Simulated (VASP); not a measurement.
# AlAs (F-43m) in VASP: single point with LDA

Aim: the single point of AlAs with LDA.

Program: VASP 6.6.1. These are calculated values, not measurements. Logs are shortened: lines on timing, memory, paths and dates and some standing lists are left out, and cuts for length are marked.

### 1 The cell of the first run

The structure is cubic, space group F-43m (No. 216). The conventional cell has a = 5.661 Å, b = 5.661 Å, c = 5.661 Å, α = 90.00°, β = 90.00°, γ = 90.00°. Al (site symmetry -43m) has 4 As at 2.45 Å within 3.2 Å. Within 3.2 Å of As (site symmetry -43m) lie 4 Al at 2.45 Å.

### 2 Single point, LDA

File INCAR:

```
PREC = Accurate ; ENCUT = 500
EDIFF = 1E-6 ; ISMEAR = 0
SIGMA = 0.01 ; LREAL = False
LASPH = True ; NELM = 120
ALGO = Normal ; ISIF = 2
LWAVE = False ; LCHARG = False
NBANDS = 11 ; GGA_COMPAT = False
```

File KPOINTS:

```
Automatic mesh
0
Gamma
  5 5 5
```

File POSCAR:

```
AlAs
1.0
    0.0000000000      2.8304000000      2.8304000000
    2.8304000000      0.0000000000      2.8304000000
    2.8304000000      2.8304000000      0.0000000000
Al As
1 1
Direct
    0.0000000000      0.0000000000      0.0000000000
    0.2500000000      0.2500000000      0.2500000000
```

Potentials or basis: VASP PAW LDA potentials, release 64 (Al, As).

Run with:

```bash
cat potpaw_LDA.64/Al/POTCAR potpaw_LDA.64/As/POTCAR > POTCAR
mpirun -np 1 vasp_std > vasp.out
```

OUTCAR:

```text
PREC = Accurate
   ENCUT = 500
   EDIFF = 1E-6
   ISMEAR = 0
   LREAL = False
   LASPH = True
   NELM = 120
   ISIF = 2

 ion  position               nearest neighbor table
   1  0.000  0.000  0.000-   2 2.45   2 2.45   2 2.45   2 2.45
   2  0.250  0.250  0.250-   1 2.45   1 2.45   1 2.45   1 2.45

  LATTYP: Found a face centered cubic cell.
 ALAT       =     5.6608000000

  Lattice vectors:

 A1 = (   0.0000000000,   2.8304000000,   2.8304000000)
 A2 = (   2.8304000000,   0.0000000000,   2.8304000000)
 A3 = (   2.8304000000,   2.8304000000,   0.0000000000)

Analysis of symmetry for initial positions (statically):
=====================================================================
 Subroutine PRICEL returns:
 Original cell was already a primitive cell.

 Routine SETGRP: Setting up the symmetry group for a
 face centered cubic supercell.

 Subroutine GETGRP returns: Found 24 space group operations
 (whereof 24 operations were pure point group operations)
 out of a pool of 48 trial point group operations.

The static configuration has the point symmetry T_d .

Analysis of symmetry for dynamics (positions and initial velocities):
=====================================================================
 Subroutine PRICEL returns:
 Original cell was already a primitive cell.

 Routine SETGRP: Setting up the symmetry group for a
 face centered cubic supercell.

 Subroutine GETGRP returns: Found 24 space group operations
 (whereof 24 operations were pure point group operations)
 out of a pool of 48 trial point group operations.

The dynamic configuration has the point symmetry T_d .

 Subroutine INISYM returns: Found 24 space group operations
 (whereof 24 operations are pure point group operations),
 and found     1 'primitive' translations

----------------------------------------------------------------------------------------

                                     Primitive cell

  volume of cell :      45.3496

  direct lattice vectors                    reciprocal lattice vectors
     0.000000000  2.830400000  2.830400000    -0.176653477  0.176653477  0.176653477
     2.830400000  0.000000000  2.830400000     0.176653477 -0.176653477  0.176653477
     2.830400000  2.830400000  0.000000000     0.176653477  0.176653477 -0.176653477

  length of vectors
     4.002790067  4.002790067  4.002790067     0.305972797  0.305972797  0.305972797

  position of ions in fractional coordinates (direct lattice)
     0.000000000  0.000000000  0.000000000
     0.250000000  0.250000000  0.250000000

[... 69 lines left out ...]
   POTIM  = 0.5000    time-step for ionic-motion
   TEBEG  =    0.0;   TEEND  =   0.0 temperature during run
   PSTRESS=    0.0 pullay stress
   NELECT =       8.0000    total number of electrons
   NUPDOWN=      -1.0000    fix difference up-down
   EMIN   =  10.00;   EMAX   =-10.00  energy-range for DOS
   EFERMI =   0.00;   METHOD = LEGACY
   ISMEAR =     0;   SIGMA  =   0.01  broadening in eV -4-tet -1-fermi 0-gaus
   EFERMI_NEDOS =   21; number of points for ismear=-14 and -15
   IALGO  =     38    algorithm
   IMIX   =      4    mixing-type and parameters
     AMIX     =   0.40;   BMIX     =  1.00
     AMIX_MAG =   1.60;   BMIX_MAG =  1.00
  volume/ion in A,a.u.               =      22.67       153.02
  Fermi-wavevector in a.u.,A,eV,Ry     =   0.918150  1.735052 11.469706  0.843000
  Thomas-Fermi vector in A             =   2.043199
   LORBIT       =      0    0 simple, 1 ext, 2 COOP (PROOUT), +10 PAW based schemes
   GGA     = CA    functional components
   LHFCALC =     F    Hartree Fock is set to
   AEXX    =    0.0000 exact exchange contribution
   IVDW    =     0    specifies the selected vdW correction
   LEPSILON=     F    determine dielectric tensor
   LRPA    =     F    only Hartree local field effects (RPA)
 non-spin polarized calculation
 Gauss-broadening in eV      SIGMA  =   0.01
  energy-cutoff  :      500.00
  volume of cell :       45.35
 maximum number of plane-waves:      1167
 NGX is ok and might be reduce to    30
   NGX = 15   NGY = 15   NGZ = 15

 number of electron       8.0000000 magnetization

 Free energy of the ion-electron system (eV)
  ---------------------------------------------------
  ext. energy  EPLUGINS =         0.00000000
  ---------------------------------------------------
  free energy    TOTEN  =       -10.47571317 eV

  energy without entropy =      -10.47571317  energy(sigma->0) =      -10.47571317

 E-fermi :   3.8744     XC(G=0):  -9.2745

 val. band max:        3.7979187096   @ k =   0.0000   0.0000   0.0000
 cond. band min:       5.3368569490   @ k =   0.4000   0.4000   0.0000
 fundamental gap:      1.5389382393
 Fermi energy:         3.8744215752

 k-point     1 :       0.0000    0.0000    0.0000
  band No.  band energies     occupation
      1      -8.0975      2.00000
      2       3.7979      2.00000
      3       3.7979      2.00000
      4       3.7979      2.00000
      5       5.6751      0.00000
      6       8.0311      0.00000
      7       8.0311      0.00000
      8       8.0311      0.00000
      9      12.4106      0.00000
     10      12.8208      0.00000
     11      12.8208      0.00000
[... 113 lines left out ...]
 k-point    10 :      -0.4000    0.4000    0.2000
  band No.  band energies     occupation
      1      -6.2855      2.00000
      2      -1.2206      2.00000
      3       0.6443      2.00000
      4       1.5607      2.00000
      5       7.6031      0.00000
      6       8.6009      0.00000
      7       8.9786      0.00000
      8      12.1451      0.00000
      9      12.8745      0.00000
     10      14.4886      0.00000
     11      17.6065      0.00000

------------------------ aborting loop because EDIFF is reached ----------------------------------------

  FORCE on cell =-STRESS in cart. coord.  units (eV):
  Direction    XX          YY          ZZ          XY          YZ          ZX
  --------------------------------------------------------------------------------------
  -------------------------------------------------------------------------------------
  Total       -0.2365436     -0.2365436     -0.2365436      0.0000000      0.0000000     -0.0000000
  in kB       -8.3569612     -8.3569612     -8.3569612      0.0000000      0.0000000     -0.0000000
  external PRESSURE =      -8.3569612 kB  Pullay stress =       0.0000000 kB

 VOLUME and BASIS-vectors are now :
 -----------------------------------------------------------------------------
  energy-cutoff  :      500.00
  volume of cell :       45.35
      direct lattice vectors                 reciprocal lattice vectors
     0.000000000  2.830400000  2.830400000    -0.176653477  0.176653477  0.176653477
     2.830400000  0.000000000  2.830400000     0.176653477 -0.176653477  0.176653477
     2.830400000  2.830400000  0.000000000     0.176653477  0.176653477 -0.176653477

 POSITION                                       TOTAL-FORCE (eV/Angst)
 -----------------------------------------------------------------------------------
      0.00000      0.00000      0.00000        -0.000000     -0.000000     -0.000000
      1.41520      1.41520      1.41520         0.000000      0.000000      0.000000
 -----------------------------------------------------------------------------------
    total drift:                               -0.000000     -0.000000     -0.000000

  FREE ENERGIE OF THE ION-ELECTRON SYSTEM (eV)
  ---------------------------------------------------
  free  energy   TOTEN  =       -10.4757131707 eV

  energy  without entropy=      -10.4757131707  energy(sigma->0) =      -10.47571317
```

stdout:

```text
POSCAR found type information on POSCAR AlAs
 POSCAR found :  2 types and       2 ions
 scaLAPACK will be used
 LDA part: xc-table for (Slater(with rela. corr.)+CA(PZ))
 , standard interpolation
 POSCAR, INCAR and KPOINTS ok, starting setup
 FFT: planning ... GRIDC
 FFT: planning ... GRID_SOFT
 FFT: planning ... GRID
 WAVECAR not read
 entering main loop
```

Wall time 10 s (1 thread of Intel Xeon Platinum 8488C (Sapphire Rapids), shared host); peak memory 0.14 GiB.

What came out:

| Property | Result |
| --- | --- |
| Free energy | -10.4757 eV |
| Pressure | -0.8 GPa |
| Band gap on the k mesh | 1.54 eV, indirect (least direct gap 1.88 eV) |
